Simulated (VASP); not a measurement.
# CeAs4Rh6 in VASP: single point with r2SCAN

Aim: the single point of CeAs4Rh6 with r2SCAN.

Everything below comes from runs of VASP 6.6.1. Logs are shortened: lines on timing, memory, paths and dates and some standing lists are left out, and cuts for length are marked.

## Step 1: The cell of the first run

The typed cell holds 11 atoms: a = 7.344 Å, b = 7.344 Å, c = 3.830 Å, α = 90.00°, β = 90.00°, γ = 120.00°.

## Step 2: Single point, r2SCAN

POSCAR

```
CeAs4Rh6
1.0
    7.3444320000      0.0000000000      0.0000000000
   -3.6722160000      6.3604660000      0.0000000000
    0.0000000000      0.0000000000      3.8297930000
Rh Ce As
6 1 4
Direct
    0.5350000000      0.4650000000      0.0000000000
    0.9300000000      0.4650000000      0.0000000000
    0.5350000000      0.0700000000      0.0000000000
    0.2002000000      0.7998000000      0.5000000000
    0.5996000000      0.7998000000      0.5000000000
    0.2002000000      0.4004000000      0.5000000000
    0.0000000000      0.0000000000      0.0000000000
    0.8120000000      0.1880000000      0.5000000000
    0.3760000000      0.1880000000      0.5000000000
    0.8120000000      0.6240000000      0.5000000000
    0.3333000000      0.6667000000      0.0000000000
```

INCAR.step1

```
SYSTEM = CeAs4Rh6
PREC = Accurate ; ENCUT = 520
ISMEAR = -1 ; SIGMA = 0.1
LREAL = .FALSE. ; LASPH = .TRUE.
NELM = 60 ; NBANDS = 72
GGA = PE ; ALGO = Normal
EDIFF = 1E-4 ; LWAVE = .TRUE.
LCHARG = .FALSE.
```

INCAR.step2

```
SYSTEM = CeAs4Rh6
PREC = Accurate ; ENCUT = 520
EDIFF = 1E-6 ; ISMEAR = -1
SIGMA = 0.1 ; LREAL = .FALSE.
LASPH = .TRUE. ; NELM = 60
ALGO = Normal ; ISIF = 2
LWAVE = .FALSE. ; LCHARG = .FALSE.
METAGGA = R2SCAN ; LMIXTAU = .TRUE.
NBANDS = 72 ; ISTART = 1
```

KPOINTS

```
Automatic mesh
0
Gamma
  3 3 5
  0 0 0.5
```

Potentials or basis: VASP PAW PBE potentials, release 64 (Rh_pv, Ce, As).

On the command line:

```
cat potpaw_PBE.64/Rh_pv/POTCAR potpaw_PBE.64/Ce/POTCAR potpaw_PBE.64/As/POTCAR > POTCAR
cp INCAR.step1 INCAR
mpirun -np 1 vasp_std > vasp.out
cp INCAR.step2 INCAR
mpirun -np 1 vasp_std > vasp.out
```

OUTCAR:

```text
SYSTEM = CeAs4Rh6
   PREC = Accurate
   ENCUT = 520
   EDIFF = 1E-6
   ISMEAR = -1
   LREAL = .FALSE.
   LASPH = .TRUE.
   NELM = 60
   ISIF = 2
   METAGGA = R2SCAN
   ISTART = 1

 ion  position               nearest neighbor table
   1  0.535  0.465  0.000-  11 2.57  10 2.61  10 2.61   9 2.61   9 2.61   2 2.90   3 2.90   6 2.96
                             6 2.96   5 2.96   5 2.96
   2  0.930  0.465  0.000-  11 2.57  10 2.61  10 2.61   8 2.61   8 2.61   1 2.90   3 2.90   6 2.96
                             6 2.96   4 2.96   4 2.96
   3  0.535  0.070  0.000-  11 2.57   9 2.61   8 2.61   8 2.61   9 2.61   2 2.90   1 2.90   4 2.96
                             4 2.96   5 2.96   5 2.96
   4  0.200  0.800  0.500-  10 2.47   9 2.47  11 2.56  11 2.56   5 2.93   6 2.93   3 2.96   3 2.96
                             2 2.96   2 2.96   7 3.19   7 3.19
   5  0.600  0.800  0.500-  10 2.47   8 2.47  11 2.56  11 2.56   4 2.93   6 2.93   3 2.96   3 2.96
                             1 2.96   1 2.96   7 3.19   7 3.19
   6  0.200  0.400  0.500-   9 2.47   8 2.47  11 2.56  11 2.56   4 2.93   5 2.93   1 2.96   1 2.96
                             2 2.96   2 2.96   7 3.19   7 3.19
   7  0.000  0.000  0.000-   5 3.19   5 3.19   4 3.19   4 3.19   6 3.19   6 3.19
   8  0.812  0.188  0.500-   6 2.47   5 2.47   3 2.61   3 2.61   2 2.61   2 2.61
   9  0.376  0.188  0.500-   6 2.47   4 2.47   3 2.61   3 2.61   1 2.61   1 2.61
  10  0.812  0.624  0.500-   5 2.47   4 2.47   1 2.61   2 2.61   1 2.61   2 2.61
  11  0.333  0.667  0.000-   4 2.56   4 2.56   5 2.56   5 2.56   6 2.56   6 2.56   2 2.57   3 2.57
                             1 2.57

  LATTYP: Found a hexagonal cell.
 ALAT       =     7.3444320000
 C/A-ratio  =     0.5214553011

  Lattice vectors:

 A1 = (   7.3444320000,   0.0000000000,   0.0000000000)
 A2 = (  -3.6722160000,   6.3604660000,   0.0000000000)
 A3 = (   0.0000000000,   0.0000000000,   3.8297930000)

Analysis of symmetry for initial positions (statically):
=====================================================================
 Subroutine PRICEL returns:
 Original cell was already a primitive cell.

 Routine SETGRP: Setting up the symmetry group for a
 hexagonal supercell.

 Subroutine GETGRP returns: Found  4 space group operations
 (whereof  4 operations were pure point group operations)
 out of a pool of 24 trial point group operations.

The static configuration has the point symmetry C_2v.

Analysis of symmetry for dynamics (positions and initial velocities):
=====================================================================
 Subroutine PRICEL returns:
 Original cell was already a primitive cell.

 Routine SETGRP: Setting up the symmetry group for a
 hexagonal supercell.

 Subroutine GETGRP returns: Found  4 space group operations
 (whereof  4 operations were pure point group operations)
 out of a pool of 24 trial point group operations.

The dynamic configuration has the point symmetry C_2v.

 Subroutine INISYM returns: Found  4 space group operations
 (whereof  4 operations are pure point group operations),
 and found     1 'primitive' translations

----------------------------------------------------------------------------------------

                                     Primitive cell

  volume of cell :     178.9050

  direct lattice vectors                    reciprocal lattice vectors
     7.344432000  0.000000000  0.000000000     0.136157568  0.078610592  0.000000000
    -3.672216000  6.360466000  0.000000000     0.000000000  0.157221185  0.000000000
     0.000000000  0.000000000  3.829793000     0.000000000  0.000000000  0.261110718

  length of vectors
     7.344432000  7.344433136  3.829793000     0.157221209  0.157221185  0.261110718

  position of ions in fractional coordinates (direct lattice)
     0.535000000  0.465000000  0.000000000
     0.930000000  0.465000000  0.000000000
     0.535000000  0.070000000  0.000000000
     0.200200000  0.799800000  0.500000000
     0.599600000  0.799800000  0.500000000
     0.200200000  0.400400000  0.500000000
     0.000000000  0.000000000  0.000000000
     0.812000000  0.188000000  0.500000000
     0.376000000  0.188000000  0.500000000
     0.812000000  0.624000000  0.500000000
     0.333300000  0.666700000  0.000000000

  ion indices of the primitive-cell ions
   primitive index   ion index
                 1           1
                 2           2
                 3           3
                 4           4
                 5           5
                 6           6
                 7           7
                 8           8
                 9           9
                10          10
                11          11

----------------------------------------------------------------------------------------

 KPOINTS: Automatic mesh

Automatic generation of k-mesh.
 Grid dimensions read from file:
 generate k-points for:    3    3    5

 Generating k-lattice:

  Cartesian coordinates                     Fractional coordinates (reciprocal lattice)
     0.045385856  0.026203531  0.000000000     0.333333333  0.000000000  0.000000000
     0.000000000  0.052407062  0.000000000     0.000000000  0.333333333  0.000000000
     0.000000000  0.000000000  0.052222144     0.000000000  0.000000000  0.200000000

  Length of vectors
     0.052407070  0.052407062  0.052222144

  Shift w.r.t. Gamma in fractional coordinates (k-lattice)
     0.000000000  0.000000000  0.500000000

 Subroutine IBZKPT returns following result:
 ===========================================

 Found     12 irreducible k-points:

 Following reciprocal coordinates:
            Coordinates               Weight
  0.000000  0.000000  0.100000      2.000000
  0.333333  0.000000  0.100000      8.000000
 -0.333333  0.333333  0.100000      4.000000
  0.333333  0.333333  0.100000      4.000000
  0.000000  0.000000  0.300000      2.000000
  0.333333  0.000000  0.300000      8.000000
 -0.333333  0.333333  0.300000      4.000000
  0.333333  0.333333  0.300000      4.000000
  0.000000  0.000000  0.500000      1.000000
  0.333333  0.000000  0.500000      4.000000
 -0.333333  0.333333  0.500000      2.000000
  0.333333  0.333333  0.500000      2.000000
   k-points           NKPTS =     12   k-points in BZ     NKDIM =     12   number of bands    NBANDS=     72
   number of dos      NEDOS =    301   number of ions     NIONS =     11
   total plane-waves  NPLWV =  87808
   dimension x,y,z NGX =    56 NGY =   56 NGZ =   28
   dimension x,y,z NGXF=   112 NGYF=  112 NGZF=   56
   ions per type =               6   1   4
   NGX,Y,Z   is equivalent  to a cutoff of  12.68, 12.68, 12.15 a.u.
   NGXF,Y,Z  is equivalent  to a cutoff of  25.35, 25.35, 24.31 a.u.
 SYSTEM =  CeAs4Rh6
   PREC   = accura    normal or accurate (medium, high low for compatibility)
   ISTART =      1    job   : 0-new  1-cont  2-samecut
   ICHARG =      0    charge: 1-file 2-atom 10-const
   ISPIN  =      1    spin polarized calculation?
   LNONCOLLINEAR =      F non collinear calculations
   LSORBIT =      F    spin-orbit coupling
   LASPH  =      T    aspherical Exc in radial PAW
   ENCUT  =  520.0 eV  38.22 Ry    6.18 a.u.  13.66 13.66  7.12*2*pi/ulx,y,z
   NELM   =     60;   NELMIN=  2; NELMDL=  0     # of ELM steps
   EDIFF  = 0.1E-05   stopping-criterion for ELM
   LREAL  =      F    real-space projection
   EDIFFG = 0.1E-04   stopping-criterion for IOM
   NSW    =      0    number of steps for IOM
   IBRION =     -1    ionic relax: 0-MD 1-quasi-New 2-CG
   NFREE  =      0    steps in history (QN), initial steepest desc. (CG)
   ISIF   =      2    stress and relaxation
   ISYM   =      2    0-nonsym 1-usesym 2-fastsym
   POTIM  = 0.5000    time-step for ionic-motion
   TEBEG  =    0.0;   TEEND  =   0.0 temperature during run
   PSTRESS=    0.0 pullay stress
   NELECT =     122.0000    total number of electrons
   NUPDOWN=      -1.0000    fix difference up-down
   EMIN   =  10.00;   EMAX   =-10.00  energy-range for DOS
   EFERMI =   0.00;   METHOD = LEGACY
   ISMEAR =    -1;   SIGMA  =   0.10  broadening in eV -4-tet -1-fermi 0-gaus
   EFERMI_NEDOS =   21; number of points for ismear=-14 and -15
   IALGO  =     38    algorithm
   IMIX   =      4    mixing-type and parameters
     AMIX     =   0.40;   BMIX     =  1.00
     AMIX_MAG =   1.60;   BMIX_MAG =  1.00
  volume/ion in A,a.u.               =      16.26       109.76
  Fermi-wavevector in a.u.,A,eV,Ry     =   1.440967  2.723032 28.250935  2.076385
  Thomas-Fermi vector in A             =   2.559652
   LORBIT       =      0    0 simple, 1 ext, 2 COOP (PROOUT), +10 PAW based schemes
   METAGGA = R2SCAN    functional components
   LHFCALC =     F    Hartree Fock is set to
   AEXX    =    0.0000 exact exchange contribution
   IVDW    =     0    specifies the selected vdW correction
   LEPSILON=     F    determine dielectric tensor
   LRPA    =     F    only Hartree local field effects (RPA)
 non-spin polarized calculation
  energy-cutoff  :      520.00
  volume of cell :      178.90
 maximum number of plane-waves:      4851
 NGX is ok and might be reduce to    54
   NGX = 27   NGY = 27   NGZ = 15

 number of electron     122.0000032 magnetization

 Free energy of the ion-electron system (eV)
  ---------------------------------------------------
  ext. energy  EPLUGINS =         0.00000000
  ---------------------------------------------------
  free energy    TOTEN  =      -242.49723758 eV

  energy without entropy =     -242.13192821  energy(sigma->0) =     -242.31458290

 E-fermi :   9.8398     XC(G=0): -13.2600

 val. band max:        9.8015325338   @ k =  -0.3333   0.3333   0.1000
 cond. band min:       9.8564844308   @ k =   0.3333   0.3333   0.3000
 fundamental gap:      0.0549518970
 Fermi energy:         9.8398121783

 k-point     1 :       0.0000    0.0000    0.1000
  band No.  band energies     occupation
      1     -38.2150      2.00000
      2     -38.1697      2.00000
      3     -38.1695      2.00000
      4     -38.1202      2.00000
      5     -38.1102      2.00000
      6     -38.0875      2.00000
[... 64 lines left out ...]
     71      11.4411      0.00000
     72      11.4727      0.00000
[... 823 lines left out ...]
     71      10.6556      0.00057
     72      11.3136      0.00000

------------------------ aborting loop because EDIFF is reached ----------------------------------------

  FORCE on cell =-STRESS in cart. coord.  units (eV):
  Direction    XX          YY          ZZ          XY          YZ          ZX
  --------------------------------------------------------------------------------------
  -------------------------------------------------------------------------------------
  Total       -7.3059694     -7.3068097     -3.2109548     -0.0007251      0.0000000      0.0000000
  in kB      -65.4283520    -65.4358768    -28.7555930     -0.0064933      0.0000000      0.0000000
  external PRESSURE =     -53.2066073 kB  Pullay stress =       0.0000000 kB

 VOLUME and BASIS-vectors are now :
 -----------------------------------------------------------------------------
  energy-cutoff  :      520.00
  volume of cell :      178.90
      direct lattice vectors                 reciprocal lattice vectors
     7.344432000  0.000000000  0.000000000     0.136157568  0.078610592  0.000000000
    -3.672216000  6.360466000  0.000000000     0.000000000  0.157221185  0.000000000
     0.000000000  0.000000000  3.829793000     0.000000000  0.000000000  0.261110718

 POSITION                                       TOTAL-FORCE (eV/Angst)
 -----------------------------------------------------------------------------------
      2.22169      2.95762      0.00000        -0.197844      0.114225      0.000000
      5.12274      2.95762      0.00000         0.196827      0.113674      0.000000
      3.67222      0.44523      0.00000        -0.000031     -0.227294      0.000000
     -1.46668      5.08710      1.91490        -0.338620      0.195502      0.000000
      1.46668      5.08710      1.91490         0.337894      0.195040      0.000000
      0.00000      2.54673      1.91490         0.000037     -0.390145      0.000000
      0.00000      0.00000      0.00000        -0.000397      0.000229      0.000000
      5.27330      1.19577      1.91490        -0.350977      0.202637      0.000000
      2.07113      1.19577      1.91490         0.350793      0.203451      0.000000
      3.67222      3.96893      1.91490        -0.000797     -0.405521      0.000000
     -0.00037      4.24052      0.00000         0.003114     -0.001798      0.000000
 -----------------------------------------------------------------------------------
    total drift:                                0.000075     -0.000043     -0.000000

  FREE ENERGIE OF THE ION-ELECTRON SYSTEM (eV)
  ---------------------------------------------------
  free  energy   TOTEN  =      -242.4972375840 eV

  energy  without entropy=     -242.1319282127  energy(sigma->0) =     -242.31458290
```

Run time: 18 min. Hardware: 1 thread of AMD EPYC 7R13 (Zen 3), shared host; peak memory 0.37 GiB.

What came out:

```yaml
Free_energy: -242.4972 eV
Pressure: -5.3 GPa
Largest_force: 0.406 eV/Å
Band_gap_on_the_k_mesh: zero (bands 61 and 62 overlap by 0.50 eV)
```

Forces on the atoms (eV/Å):
```
Rh  -0.198  0.114  0.000
Rh   0.197  0.114  0.000
Rh   0.000 -0.227  0.000
Rh  -0.339  0.196  0.000
Rh   0.338  0.195  0.000
Rh   0.000 -0.390  0.000
Ce   0.000  0.000  0.000
As  -0.351  0.203  0.000
As   0.351  0.203  0.000
As  -0.001 -0.406  0.000
As   0.003 -0.002  0.000
```

Caveat: the cell stands under tension; the PAW data sets were made with another functional, which shifts forces and pressure a little; spin-orbit coupling is left out, which moves the levels of the heavy elements; semilocal functionals describe open f shells poorly, which spoils levels, moments and volumes. Spin polarisation is off, so any magnetic state and its effect on volume and gap are missing.
